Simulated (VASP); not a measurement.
# BN: single point with PBE+D3(BJ)

The system is BN.

```xyz
4
Lattice="2.5100 0.0000 0.0000 -1.2550 2.1737 0.0000 0.0000 0.0000 6.6900" Properties=species:S:1:pos:R:3 pbc="T T T"
B     0.0000    0.0000    3.3450
B     0.0000    1.4491    0.0000
N     0.0000    0.0000    0.0000
N     1.0550    0.5246    3.3450
```

This cell differs from its parent crystal: atom 4 (N) moved by (-0.200, -0.200) A along x and y.

```json
{
 "Program": "VASP 6.6.1",
 "Task": "single point",
 "Functional": "PBE",
 "Dispersion": "D3(BJ)",
 "Potentials or basis": "VASP PAW PBE potentials, release 64 (B, N)",
 "Cutoff": "520 eV",
 "k mesh": "12 × 12 × 4",
 "Occupations": "gaussian, width 0.05 eV",
 "Spin": "no spin polarisation",
 "Dipole correction": "no",
 "Further INCAR settings": "ALGO = Normal; EDIFF = 1e-07; NBANDS = 16"
}
```

| Quantity | Value |
| --- | --- |
| Pressure | 17.9 GPa |
| Largest force | 17.870 eV/Å |
| Band gap on the k mesh | 2.31 eV, indirect (least direct gap 3.78 eV) |
| Dispersion energy per atom | -0.139 eV |

Forces on the atoms (eV/Å):
```
B   -15.371  -9.043   0.000
B     0.015   0.010   0.000
N    -0.048  -0.026   0.000
N    15.404   9.059   0.000
```

Stress tensor (GPa, compression positive):
```
45.13 23.80  0.00
23.80  8.91  0.00
 0.00  0.00 -0.34
```

Levels at points of the mesh, in eV from the valence-band top:
| k point | band 6 | band 7 | band 8 | band 9 | band 10 | band 11 |
| --- | --- | --- | --- | --- | --- | --- |
| (0.00, 0.00, 0.00) | -2.84 | -2.84 | 0.00 | 3.78 | 7.07 | 8.74 |
| (0.50, 0.00, 0.00) | -4.28 | -2.54 | -1.98 | 2.55 | 3.46 | 8.10 |
| (0.00, 0.50, 0.00) | -5.61 | -3.44 | -2.25 | 3.04 | 5.87 | 6.94 |
| (0.50, 0.50, 0.00) | -4.84 | -3.10 | -2.25 | 3.02 | 4.87 | 6.01 |
| (0.00, 0.00, 0.50) | -2.84 | -2.84 | 0.00 | 5.98 | 6.00 | 7.15 |
| (0.50, 0.00, 0.50) | -4.28 | -2.42 | -1.95 | 2.31 | 3.21 | 8.30 |
| (0.00, 0.50, 0.50) | -5.62 | -3.26 | -2.42 | 3.23 | 5.11 | 7.07 |
| (0.50, 0.50, 0.50) | -4.84 | -2.88 | -2.41 | 3.22 | 4.15 | 6.10 |

Run time: 98 s on 1 thread of Intel(R) Xeon(R) Platinum 8259CL CPU @ 2.50GHz (Skylake/Cascade Lake), on a shared host, peak memory 0.24 GiB.

Caveat: the cell differs from its parent crystal (atom 4 (N) moved by (-0.200, -0.200) A along x and y); forces of over 1 eV/Å act on the atoms, so gaps and moduli don't describe the material at rest. A k mesh can miss the band edges.
